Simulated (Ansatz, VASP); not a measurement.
# Si2Cl in VASP and in Ansatz

```
CELL_PARAMETERS angstrom
3.59706 0.00000 0.00000
0.00000 3.59706 0.00000
0.00000 0.00000 5.01112
ATOMIC_POSITIONS crystal
Si 0.50000 0.50000 0.50000
Si 0.50000 0.50000 0.00000
Cl 0.00000 0.00000 0.50000
```

Alike in both runs: functional PBE; k mesh 14 × 14 × 10; occupations gaussian, width 0.1 eV; no spin polarisation.

Ansatz relaxed the structure, and its values are those at the end. VASP's run is a single point on that final structure, the one shown.

|  | VASP | Ansatz |
| --- | --- | --- |
| version | VASP 6.6.1 | Ansatz 0.2.0 |
| potentials or method | VASP PAW PBE potentials, release 64 (Si, Cl), cutoff 520 eV | scalar-relativistic, plane waves, PAW |
| valence electrons in the cell | 15 | 15 |

```tsv
	VASP	Ansatz	Ansatz less VASP
gap on the k mesh at the Fermi level (eV)	none	none	-
pressure (GPa)	0.0	0.0	+0.01
```

A gap of «none» marks a metal or a gap that the smearing closes.
